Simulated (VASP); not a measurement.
A run of VASP 6.6.1 is set up as follows.

INCAR

```
SYSTEM = Cd
  ALGO = Fast
  EDIFF = 1E-7
  ENCUT = 520
  GGA = PE
  ISIF = 2
  ISMEAR = 0
  LASPH = .TRUE.
  LCHARG = .FALSE.
  LREAL = .FALSE.
  LWAVE = .FALSE.
  NBANDS = 32
  NELM = 60
  PREC = Accurate
  SIGMA = 0.1
```

The input KPOINTS:

```
k-points
0
G
  10 10 10
  0 0 0
```

POSCAR

```
Cd
1.0
    4.4982400804      0.0000000000      0.0000000000
    0.0000000000      4.4982400804      0.0000000000
    0.0000000000      0.0000000000      4.4982400804
Cd
4
Direct
    0.0000238946      0.0000238946      0.0000238946
    0.4999761054      0.9999761054      0.5000238946
    0.5000238946      0.4999761054      0.9999761054
    0.9999761054      0.5000238946      0.4999761054
```

Potentials or basis: VASP PAW PBE potentials, release 64 (Cd).

Command:

```sh
$ cat potpaw_PBE.64/Cd/POTCAR > POTCAR
$ mpirun -np 1 vasp_std > vasp.out
```

Question: Estimate the band gap on the k mesh.

Answer: Zero (bands 24 and 25 overlap by 3.26 eV).

Question: What does it give for the pressure?

Answer: 0.2 GPa.
